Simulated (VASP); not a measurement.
Write the native input for VASP 6.6.1 that does the following.

| Item | Value |
| --- | --- |
| Task | single point |
| Functional | PBE |
| Potentials or basis | VASP PAW PBE potentials, release 64 (Rb_sv, Cd) |
| Cutoff | 500 eV |
| k mesh | 12 × 12 × 12 |
| Occupations | gaussian, width 0.1 eV |
| Spin | no spin polarisation |
| Dipole correction | no |
| Further INCAR settings | ALGO = Normal; EDIFF = 1e-06; NBANDS = 18 |

The structure of RbCd lies in POSCAR:

```
RbCd
1.0
    4.5057759156      0.0000000000      0.0000000000
    0.0000000000      4.5057759156      0.0000000000
    0.0000000000      0.0000000000      4.5057759156
Rb Cd
1 1
Direct
    0.5000000000      0.5000000000      0.5000000000
    0.0000000000      0.0000000000      0.0000000000
```

This cell differs from its parent crystal: volume scaled by 0.97.

One way to write it, as run:

INCAR

```
  ALGO = Normal
  EDIFF = 1E-6
  ENCUT = 500
  GGA = PE
  GGA_COMPAT = F
  ISIF = 2
  ISMEAR = 0
  LASPH = T
  LCHARG = T
  LELF = T
  LREAL = F
  LVHAR = T
  LWAVE = F
  NBANDS = 18
  NELM = 120
  PREC = Accurate
  SIGMA = 0.1
```

KPOINTS

```
k-points
0
Gamma
  12 12 12
```

Potentials or basis: VASP PAW PBE potentials, release 64 (Rb_sv, Cd).

Launch:

```console
$ cat potpaw_PBE.64/Rb_sv/POTCAR potpaw_PBE.64/Cd/POTCAR > POTCAR
$ mpirun -np 1 vasp_std > vasp.out
```

It gave:

| Item | Value |
| --- | --- |
| Pressure | 0.3 GPa |

It took 81 s on 1 thread of Intel Xeon 6975P-C, on a shared host, peak memory 0.29 GiB.
